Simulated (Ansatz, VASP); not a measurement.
# NiO in VASP and in Ansatz

The input INCAR:

```
  PREC = Accurate
  ENCUT = 520
  EDIFF = 1E-6
  ISMEAR = 0
  SIGMA = 0.05
  LREAL = F
  LASPH = T
  NELM = 150
  ALGO = Normal
  ISIF = 2
  LWAVE = F
  LCHARG = F
  ISPIN = 2
  MAGMOM = 2 -2 0 0
  LORBIT = 11
  LMAXMIX = 4
  LDAU = T
  LDAUTYPE = 2
  LDAUL = 2 -1
  LDAUU = 7.2 0
  LDAUJ = 0 0
  LDAUPRINT = 1
  GGA = PS
  NBANDS = 28
```

Contents of KPOINTS:

```
regular mesh
0
Gamma
  10 10 5
```

Contents of POSCAR:

```
NiO
1.0
    0.0000000000      2.0913095126      2.0913095126
    4.1826190252      2.0913095126      2.0913095126
    4.1826190252      4.1826190252      0.0000000000
Ni O
2 2
Direct
    0.0000000000      0.0000000000      0.0000000000
    0.0000000000      0.0000000000      0.5000000000
    0.5000000000      0.5000000000      0.0000000000
    0.5000000000      0.5000000000      0.5000000000
```

Input for Ansatz:

```yaml
crystal:
  lattice:
    - [0.0, 2.0913095126, 2.0913095126]
    - [4.1826190252, 2.0913095126, 2.0913095126]
    - [4.1826190252, 4.1826190252, 0.0]
  atoms:
    - { symbol: Ni, position: [0.0, 0.0, 0.0], spin: 2.0 }
    - { symbol: O, position: [0.5, 0.5, 0.0] }
    - { symbol: Ni, position: [0.0, 0.0, 0.5], spin: -2.0 }
    - { symbol: O, position: [0.5, 0.5, 0.5] }
basis:
  ecutwfc: 420
  ecutrho_ratio: 4
kpoints:
  mp_grid: { grid: [10, 10, 5] }
hamiltonian:
  xc: pbesol
  hubbard: { sites: [{ species: Ni, l: d, u_eff: 7.2 }] }
scf:
  occupations: { method: gaussian, width: 0.05 }
  lower_state_search: "off"
output:
  forces: true
  stress: true
  eigenvalues: true
  populations: true
  hubbard: { sites: [{ species: Ni, l: d }] }
magnetization:
  spin_polarized: true
checkpoint:
  read: start.run
  write: ck
  compress: false
  write_wavefunctions: false
  write_every: 100000
```

Alike in both runs: task single point; functional PBEsol; k mesh 10 × 10 × 5; occupations gaussian, width 0.05 eV; collinear spin; Hubbard terms Ni d U = 7.2 eV.

|  | VASP | Ansatz |
| --- | --- | --- |
| version | VASP 6.6.1 | Ansatz 0.2.0 |
| potentials or method | VASP PAW PBE potentials, release 64 (Ni, O), cutoff 520 eV | scalar-relativistic, plane waves, PAW |
| valence electrons in the cell | 32 | 48 |

```csv
,VASP,Ansatz,Ansatz less VASP
gap on the k mesh at the Fermi level (eV),2.86,2.29,-0.569
least direct gap on the mesh (eV),3.62,3.25,-0.377
pressure (GPa),-9.4,3.7,+13.15
net moment per atom (μB),0.00,0.00,0.000
size of the moment on the site where the two differ most (μB),1.86,1.74,-0.122
```

VASP's potentials were made for PBE, not for PBEsol. Site moments also hang on the region over which each program counts them. The programs project onto different local orbitals, so the same U acts differently, and such runs can settle in different states. VASP's potentials hold 32 valence electrons a cell and Ansatz's 48, so a difference there can come from the potentials and not from the codes. Ansatz's warnings: stability check not made.

The k mesh is coarse, so the values compare programs but aren't converged.
